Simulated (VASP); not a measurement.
Input of a VASP 6.6.1 run:

File POSCAR:

```
HgTe
1.0
    0.0000000000      3.3549410466      3.3549410466
    3.3549410466      0.0000000000      3.3549410466
    3.3549410466      3.3549410466      0.0000000000
Hg Te
1 1
Direct
    0.0000000000      0.0000000000      0.0000000000
    0.2500000000      0.2500000000      0.2500000000
```

INCAR.step1

```
ALGO = Normal
EDIFF = 1E-4
ENCUT = 520
GGA = PE
ISMEAR = -1
LASPH = T
LCHARG = F
LREAL = F
LWAVE = T
NBANDS = 16
NELM = 80
PREC = Accurate
SIGMA = 0.02
```

File INCAR.step2:

```
ALGO = Normal
EDIFF = 1E-6
ENCUT = 520
ISIF = 2
ISMEAR = -1
ISTART = 1
LASPH = T
LCHARG = F
LMIXTAU = T
LREAL = F
LWAVE = F
METAGGA = R2SCAN
NBANDS = 16
NELM = 80
PREC = Accurate
SIGMA = 0.02
```

Contents of KPOINTS:

```
k-points
0
Gamma
  6 6 6
```

Potentials or basis: VASP PAW PBE potentials, release 64 (Hg, Te).

Command:

```sh
$ cat potpaw_PBE.64/Hg/POTCAR potpaw_PBE.64/Te/POTCAR > POTCAR
$ cp INCAR.step1 INCAR
$ mpirun -np 1 vasp_std > vasp.out
$ cp INCAR.step2 INCAR
$ mpirun -np 1 vasp_std > vasp.out
```

Q: Estimate the band gap on the k mesh.

A: Zero (filled and empty bands touch).

Q: Estimate the pressure.

A: -2.0 GPa.

Caveat: the cell differs from its parent crystal (strain +2.0%); semilocal functionals underestimate gaps, and a narrow one can read as zero; the PAW data sets were made with another functional, which shifts forces and pressure a little; spin-orbit coupling is left out, which moves the levels of the heavy elements.
